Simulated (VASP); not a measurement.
# Pd in VASP: a series of runs

The runs below take Pd through single point, with PBE.

All numbers are computed with VASP 6.6.1; they aren't measurements. Logs are shortened: lines on timing, memory, paths and dates and some standing lists are left out, and cuts for length are marked.

## 1. The cell of the first run

The structure is cubic, space group Fm-3m (No. 225). The conventional cell has a = 3.907 Å, b = 3.907 Å, c = 3.907 Å, α = 90.00°, β = 90.00°, γ = 90.00°. Within 3.6 Å of Pd (site symmetry m-3m) lie 12 Pd at 2.76 Å.

## 2. Single point, PBE (strained)

The input, INCAR:

```
PREC = Accurate ; ENCUT = 520
EDIFF = 1E-6 ; ISMEAR = 0
SIGMA = 0.1 ; LREAL = False
LASPH = True ; NELM = 80
ALGO = Normal ; ISIF = 2
LWAVE = False ; LCHARG = False
GGA = PE ; NBANDS = 11
```

The input, KPOINTS:

```
Automatic mesh
0
Gamma
  18 18 18
```

The input, POSCAR:

```
Pd
1.0
    0.0000000000      1.9533603150      1.9533603150
    1.9533603150      0.0000000000      1.9533603150
    1.9533603150      1.9533603150      0.0000000000
Pd
1
Direct
    0.0000000000      0.0000000000      0.0000000000
```

Potentials or basis: VASP PAW PBE potentials, release 64 (Pd).

Command:

```
cat potpaw_PBE.64/Pd/POTCAR > POTCAR
mpirun -np 1 vasp_std > vasp.out
```

OUTCAR:

```text
PREC = Accurate
   ENCUT = 520
   EDIFF = 1E-6
   ISMEAR = 0
   LREAL = False
   LASPH = True
   NELM = 80
   ISIF = 2
   GGA = PE

 ion  position               nearest neighbor table
   1  0.000  0.000  0.000-

  LATTYP: Found a face centered cubic cell.
 ALAT       =     3.9067206300

  Lattice vectors:

 A1 = (   0.0000000000,   1.9533603150,   1.9533603150)
 A2 = (   1.9533603150,   0.0000000000,   1.9533603150)
 A3 = (   1.9533603150,   1.9533603150,   0.0000000000)

Analysis of symmetry for initial positions (statically):
=====================================================================
 Subroutine PRICEL returns:
 Original cell was already a primitive cell.

 Routine SETGRP: Setting up the symmetry group for a
 face centered cubic supercell.

 Subroutine GETGRP returns: Found 48 space group operations
 (whereof 48 operations were pure point group operations)
 out of a pool of 48 trial point group operations.

The static configuration has the point symmetry O_h .

Analysis of symmetry for dynamics (positions and initial velocities):
=====================================================================
 Subroutine PRICEL returns:
 Original cell was already a primitive cell.

 Routine SETGRP: Setting up the symmetry group for a
 face centered cubic supercell.

 Subroutine GETGRP returns: Found 48 space group operations
 (whereof 48 operations were pure point group operations)
 out of a pool of 48 trial point group operations.

The dynamic configuration has the point symmetry O_h .

 Subroutine INISYM returns: Found 48 space group operations
 (whereof 48 operations are pure point group operations),
 and found     1 'primitive' translations

----------------------------------------------------------------------------------------

                                     Primitive cell

  volume of cell :      14.9065

  direct lattice vectors                    reciprocal lattice vectors
     0.000000000  1.953360315  1.953360315    -0.255969161  0.255969161  0.255969161
     1.953360315  0.000000000  1.953360315     0.255969161 -0.255969161  0.255969161
     1.953360315  1.953360315  0.000000000     0.255969161  0.255969161 -0.255969161

  length of vectors
     2.762468650  2.762468650  2.762468650     0.443351591  0.443351591  0.443351591

  position of ions in fractional coordinates (direct lattice)
     0.000000000  0.000000000  0.000000000

  ion indices of the primitive-cell ions
   primitive index   ion index
                 1           1

----------------------------------------------------------------------------------------

 KPOINTS: Automatic mesh

Automatic generation of k-mesh.
 Grid dimensions read from file:
 generate k-points for:   18   18   18

 Generating k-lattice:

  Cartesian coordinates                     Fractional coordinates (reciprocal lattice)
    -0.014220509  0.014220509  0.014220509     0.055555556  0.000000000  0.000000000
     0.014220509 -0.014220509  0.014220509     0.000000000  0.055555556  0.000000000
     0.014220509  0.014220509 -0.014220509     0.000000000  0.000000000  0.055555556

  Length of vectors
     0.024630644  0.024630644  0.024630644

  Shift w.r.t. Gamma in fractional coordinates (k-lattice)
     0.000000000  0.000000000  0.000000000

 Subroutine IBZKPT returns following result:
 ===========================================

 Found    195 irreducible k-points:

 Following reciprocal coordinates:
            Coordinates               Weight
  0.000000  0.000000  0.000000      1.000000
  0.055556  0.000000  0.000000      8.000000
  0.111111  0.000000  0.000000      8.000000
  0.166667  0.000000  0.000000      8.000000
  0.222222  0.000000  0.000000      8.000000
  0.277778  0.000000  0.000000      8.000000
[... 16 lines left out ...]
 -0.277778  0.055556  0.000000     24.000000
 -0.222222  0.055556  0.000000     24.000000
 [... further k-points ...]
   k-points           NKPTS =    195   k-points in BZ     NKDIM =    195   number of bands    NBANDS=     11
   number of dos      NEDOS =    301   number of ions     NIONS =      1
   total plane-waves  NPLWV =  13824
   dimension x,y,z NGX =    24 NGY =   24 NGZ =   24
   dimension x,y,z NGXF=    48 NGYF=   48 NGZF=   48
   ions per type =               1
   NGX,Y,Z   is equivalent  to a cutoff of  14.44, 14.44, 14.44 a.u.
   NGXF,Y,Z  is equivalent  to a cutoff of  28.89, 28.89, 28.89 a.u.
 SYSTEM =  unknown system
   PREC   = accura    normal or accurate (medium, high low for compatibility)
   ISTART =      0    job   : 0-new  1-cont  2-samecut
   ICHARG =      2    charge: 1-file 2-atom 10-const
   ISPIN  =      1    spin polarized calculation?
   LNONCOLLINEAR =      F non collinear calculations
   LSORBIT =      F    spin-orbit coupling
   LASPH  =      T    aspherical Exc in radial PAW
   ENCUT  =  520.0 eV  38.22 Ry    6.18 a.u.   5.14  5.14  5.14*2*pi/ulx,y,z
   NELM   =     80;   NELMIN=  2; NELMDL= -5     # of ELM steps
   EDIFF  = 0.1E-05   stopping-criterion for ELM
   LREAL  =      F    real-space projection
   EDIFFG = 0.1E-04   stopping-criterion for IOM
   NSW    =      0    number of steps for IOM
   IBRION =     -1    ionic relax: 0-MD 1-quasi-New 2-CG
   NFREE  =      0    steps in history (QN), initial steepest desc. (CG)
   ISIF   =      2    stress and relaxation
   ISYM   =      2    0-nonsym 1-usesym 2-fastsym
   POTIM  = 0.5000    time-step for ionic-motion
   TEBEG  =    0.0;   TEEND  =   0.0 temperature during run
   PSTRESS=    0.0 pullay stress
   NELECT =      10.0000    total number of electrons
   NUPDOWN=      -1.0000    fix difference up-down
   EMIN   =  10.00;   EMAX   =-10.00  energy-range for DOS
   EFERMI =   0.00;   METHOD = LEGACY
   ISMEAR =     0;   SIGMA  =   0.10  broadening in eV -4-tet -1-fermi 0-gaus
   EFERMI_NEDOS =   21; number of points for ismear=-14 and -15
   IALGO  =     38    algorithm
   IMIX   =      4    mixing-type and parameters
     AMIX     =   0.40;   BMIX     =  1.00
     AMIX_MAG =   1.60;   BMIX_MAG =  1.00
  volume/ion in A,a.u.               =      14.91       100.59
  Fermi-wavevector in a.u.,A,eV,Ry     =   1.433120  2.708204 27.944083  2.053832
  Thomas-Fermi vector in A             =   2.552673
   LORBIT       =      0    0 simple, 1 ext, 2 COOP (PROOUT), +10 PAW based schemes
   GGA     = PE    functional components
   LHFCALC =     F    Hartree Fock is set to
   AEXX    =    0.0000 exact exchange contribution
   IVDW    =     0    specifies the selected vdW correction
   LEPSILON=     F    determine dielectric tensor
   LRPA    =     F    only Hartree local field effects (RPA)
 non-spin polarized calculation
 Gauss-broadening in eV      SIGMA  =   0.10
  energy-cutoff  :      520.00
  volume of cell :       14.91
 maximum number of plane-waves:       415
 NGX is ok and might be reduce to    24
   NGX = 11   NGY = 11   NGZ = 11

 number of electron      10.0000000 magnetization

 number of electron       9.9999998 magnetization

 Free energy of the ion-electron system (eV)
  ---------------------------------------------------
  ext. energy  EPLUGINS =         0.00000000
  ---------------------------------------------------
  free energy    TOTEN  =        -5.22042892 eV

  energy without entropy =       -5.20860865  energy(sigma->0) =       -5.21451879

 E-fermi :   9.6018     XC(G=0): -13.1193

 val. band max:        9.6012774586   @ k =  -0.4444   0.3889   0.1111
 cond. band min:       9.6092227878   @ k =  -0.3889   0.3889   0.0556
 fundamental gap:      0.0079453291
 Fermi energy:         9.6017740193

 k-point     1 :       0.0000    0.0000    0.0000
  band No.  band energies     occupation
      1       2.5477      2.00000
      2       6.8134      2.00000
      3       6.8134      2.00000
      4       6.8134      2.00000
      5       8.3965      2.00000
      6       8.3965      2.00000
      7      26.7929      0.00000
      8      31.5106      0.00000
      9      31.5106      0.00000
     10      31.5106      0.00000
     11      35.8623      0.00000

 k-point     2 :       0.0556    0.0000    0.0000
  band No.  band energies     occupation
      1       2.6592      2.00000
      2       6.7739      2.00000
      3       6.8520      2.00000
      4       6.8520      2.00000
      5       8.3779      2.00000
      6       8.3779      2.00000
      7      26.9096      0.00000
      8      30.7494      0.00000
      9      31.6367      0.00000
     10      31.6367      0.00000
     11      35.9218      0.00000

 k-point     3 :       0.1111    0.0000    0.0000
  band No.  band energies     occupation
      1       2.9812      2.00000
      2       6.6756      2.00000
      3       6.9529      2.00000
      4       6.9529      2.00000
      5       8.3389      2.00000
      6       8.3389      2.00000
      7      27.1634      0.00000
      8      29.2155      0.00000
      9      31.9939      0.00000
     10      31.9939      0.00000
     11      35.9527      0.00000

 k-point     4 :       0.1667    0.0000    0.0000
  band No.  band energies     occupation
      1       3.4677      2.00000
      2       6.5839      2.00000
      3       7.0659      2.00000
      4       7.0659      2.00000
      5       8.3337      2.00000
      6       8.3337      2.00000
      7      26.7922      0.00000
      8      28.0822      0.00000
      9      32.5099      0.00000
     10      32.5099      0.00000
     11      35.7636      0.00000
[... 239 lines left out ...]
 k-point    22 :      -0.3333    0.0556    0.0000
  band No.  band energies     occupation
      1       4.5721      2.00000
      2       6.8973      2.00000
      3       6.9784      2.00000
      4       7.9443      2.00000
      5       8.9131      2.00000
      6       9.6364      0.62391
      7      20.3661      0.00000
      8      26.9090      0.00000
      9      30.6047      0.00000
     10      32.6736      0.00000
     11      35.5820      0.00000

 k-point    23 :      -0.2778    0.0556    0.0000
  band No.  band energies     occupation
      1       4.5292      2.00000
      2       6.9594      2.00000
      3       7.0887      2.00000
      4       7.1844      2.00000
      5       8.5637      2.00000
      6       9.1601      2.00000
      7      22.4015      0.00000
      8      27.4077      0.00000
      9      31.2280      0.00000
     10      34.1159      0.00000
     11      34.6504      0.00000

 k-point    24 :      -0.2222    0.0556    0.0000
  band No.  band energies     occupation
      1       4.2472      2.00000
      2       6.5980      2.00000
      3       7.1335      2.00000
      4       7.1665      2.00000
      5       8.2804      2.00000
      6       8.7974      2.00000
      7      24.4493      0.00000
      8      27.8123      0.00000
      9      31.6893      0.00000
     10      34.0913      0.00000
     11      34.4599      0.00000

 [... further k-points ...]

------------------------ aborting loop because EDIFF is reached ----------------------------------------

  FORCE on cell =-STRESS in cart. coord.  units (eV):
  Direction    XX          YY          ZZ          XY          YZ          ZX
  --------------------------------------------------------------------------------------
  -------------------------------------------------------------------------------------
  Total        0.4274633      0.4274633      0.4274633      0.0000000     -0.0000000      0.0000000
  in kB       45.9443739     45.9443739     45.9443739      0.0000000     -0.0000000      0.0000000
  external PRESSURE =      45.9443739 kB  Pullay stress =       0.0000000 kB

 VOLUME and BASIS-vectors are now :
 -----------------------------------------------------------------------------
  energy-cutoff  :      520.00
  volume of cell :       14.91
      direct lattice vectors                 reciprocal lattice vectors
     0.000000000  1.953360315  1.953360315    -0.255969161  0.255969161  0.255969161
     1.953360315  0.000000000  1.953360315     0.255969161 -0.255969161  0.255969161
     1.953360315  1.953360315  0.000000000     0.255969161  0.255969161 -0.255969161

 POSITION                                       TOTAL-FORCE (eV/Angst)
 -----------------------------------------------------------------------------------
      0.00000      0.00000      0.00000        -0.000000      0.000000      0.000000
 -----------------------------------------------------------------------------------
    total drift:                               -0.000000      0.000000     -0.000000

  FREE ENERGIE OF THE ION-ELECTRON SYSTEM (eV)
  ---------------------------------------------------
  free  energy   TOTEN  =        -5.2204289177 eV

  energy  without entropy=       -5.2086086527  energy(sigma->0) =       -5.21451879
```

It took 28 s on 1 thread of Intel Xeon 8259CL, shared host; peak memory 0.16 GiB.

Results:

* Free energy: -5.2204 eV
* Pressure: 4.6 GPa
* Band gap on the k mesh: zero (bands 5 and 6 overlap by 1.56 eV)

Caveat: the cell differs from its parent crystal (strained); the cell stands under pressure.

## 3. Single point, PBE (strained)

The input, INCAR:

```
  ALGO = Normal
  EDIFF = 1E-6
  ENCUT = 520
  GGA = PE
  ISIF = 2
  ISMEAR = 0
  LASPH = True
  LCHARG = True
  LELF = True
  LREAL = False
  LVHAR = True
  LWAVE = False
  NBANDS = 11
  NELM = 80
  PREC = Accurate
  SIGMA = 0.1
```

The input, KPOINTS:

```
k-points
0
Gamma
  18 18 18
```

The input, POSCAR:

```
Pd
1.0
    0.0000000000      1.9898466390      1.9898466390
    1.9898466390      0.0000000000      1.9898466390
    1.9898466390      1.9898466390      0.0000000000
Pd
1
Direct
    0.0000000000      0.0000000000      0.0000000000
```

Potentials or basis: VASP PAW PBE potentials, release 64 (Pd).

Command:

```
cat potpaw_PBE.64/Pd/POTCAR > POTCAR
mpirun -np 1 vasp_std > vasp.out
```

It took 32 s on 1 thread of Intel Xeon 8259CL, shared host; peak memory 0.17 GiB.

It converged, with:

| Quantity | Value |
| --- | --- |
| Free energy | -5.2192 eV |
| Pressure | -4.7 GPa |
| Band gap on the k mesh | zero (bands 5 and 6 overlap by 1.41 eV) |

Levels at points of the mesh, in eV from the Fermi level:
| k point | band 1 | band 2 | band 3 | band 4 | band 5 | band 6 | band 7 | band 8 | band 9 | band 10 |
| --- | --- | --- | --- | --- | --- | --- | --- | --- | --- | --- |
| (0.00, 0.00, 0.00) | -6.63 | -2.55 | -2.55 | -2.55 | -1.10 | -1.10 | 17.15 | 21.55 | 21.55 | 21.55 |
| (0.50, 0.00, 0.00) | -4.79 | -2.58 | -2.58 | -0.02 | -0.02 | 1.17 | 6.82 | 16.49 | 20.46 | 20.46 |
| (0.50, 0.50, 0.00) | -4.85 | -4.59 | -0.05 | 0.26 | 0.26 | 3.36 | 10.11 | 12.86 | 12.86 | 20.62 |

Caveat: the cell differs from its parent crystal (strained); the cell stands under tension.

## 4. Single point, PBE (strained)

The input, INCAR:

```
SYSTEM = Pd
PREC     = Accurate       ! precision mode
ENCUT    = 520            ! plane-wave cutoff, eV
EDIFF    = 1E-7           ! SCF threshold, eV
ISMEAR   = 0              ! smearing method
SIGMA    = 0.1            ! smearing width, eV
LREAL    = .FALSE.        ! projectors in reciprocal space
LASPH    = .TRUE.         ! aspherical terms in the spheres
NELM     = 80             ! most SCF steps
ALGO     = Fast           ! electronic algorithm
ISIF     = 2              ! what is computed and relaxed
LWAVE    = .FALSE.        ! write WAVECAR
LCHARG   = .FALSE.        ! write CHGCAR
GGA      = PE             ! functional
NBANDS   = 11             ! bands
```

The input, KPOINTS:

```
Automatic mesh
0
G
  16 16 16
  0 0 0
```

The input, POSCAR:

```
Pd
1.0
    0.0000000000      1.8930878640      1.8930878640
    1.8347408640      0.0000000000      1.8930878640
    1.8347408640      1.8930878640      0.0000000000
Pd
1
Direct
    0.0000000000      0.0000000000      0.0000000000
```

Command:

```
cat potpaw_PBE.64/Pd/POTCAR > POTCAR
mpirun -np 1 vasp_std > vasp.out
```

It took 60 s on 1 thread of Intel Xeon 8259CL, shared host; peak memory 0.16 GiB.

Results (log left out):

* Free energy: -4.9986 eV
* Pressure: 38.8 GPa
* Band gap on the k mesh: zero (bands 5 and 6 overlap by 2.04 eV)

Stress tensor (GPa, compression positive):
```
40.31  0.00  0.00
 0.00 37.98  0.00
 0.00  0.00 37.98
```

Levels at points of the mesh, in eV from the Fermi level:
| k point | band 3 | band 4 | band 5 | band 6 | band 7 | band 8 |
| --- | --- | --- | --- | --- | --- | --- |
| (0.00, 0.00, 0.00) | -3.54 | -3.21 | -1.68 | -1.32 | 17.16 | 22.27 |
| (0.50, 0.00, 0.00) | -3.34 | -0.12 | 0.05 | 0.73 | 8.29 | 16.51 |
| (0.50, 0.50, 0.00) | -0.07 | 0.22 | 0.46 | 3.10 | 11.72 | 13.87 |
| (0.00, 0.50, 0.50) | -0.07 | 0.36 | 0.36 | 3.79 | 12.62 | 13.40 |

Caveat: the cell differs from its parent crystal (strained); the cell stands under pressure.

(Continued in part 2 of 3.)
